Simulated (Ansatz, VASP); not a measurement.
# Two plane-wave programs on AlRu

```
Al Ru
1.0
     2.01008   -3.56094    0.00000
     2.01008    3.56094    0.00000
     0.00000    0.00000    4.42009
Al Ru
2 2
Direct
  0.35459 0.64541 0.50000
  0.64541 0.35459 0.50000
  0.50000 0.50000 0.00000
  0.00000 0.00000 0.50000
```

Alike in both runs: task relaxation of cell and atoms; functional PBE; k mesh 6 × 6 × 4; occupations gaussian, width 0.1 eV; no spin polarisation.

```csv
,VASP,Ansatz
version,VASP 6.6.1,Ansatz 0.2.0
potentials or method,"VASP PAW PBE potentials, release 64 (Al, Ru_pv), cutoff 600 eV","scalar-relativistic, plane waves, PAW"
valence electrons in the cell,34,38
```

Ansatz gave:

```
gap on the k mesh at the Fermi level, each at its own relaxed structure (eV) : none
relaxed volume (Å³/atom)                                                     : 15.73
relaxed cell length with the largest relative difference (Å)                 : 2.771
```

Question: Estimate VASP's values.

Answer: gap on the k mesh at the Fermi level, each at its own relaxed structure (eV): none; relaxed volume (Å³/atom): 15.71; relaxed cell length with the largest relative difference (Å): 2.773.

A gap of «none» marks a metal or a gap that the smearing closes. VASP's potentials hold 34 valence electrons a cell and Ansatz's 38, so a difference there can come from the potentials and not from the codes.
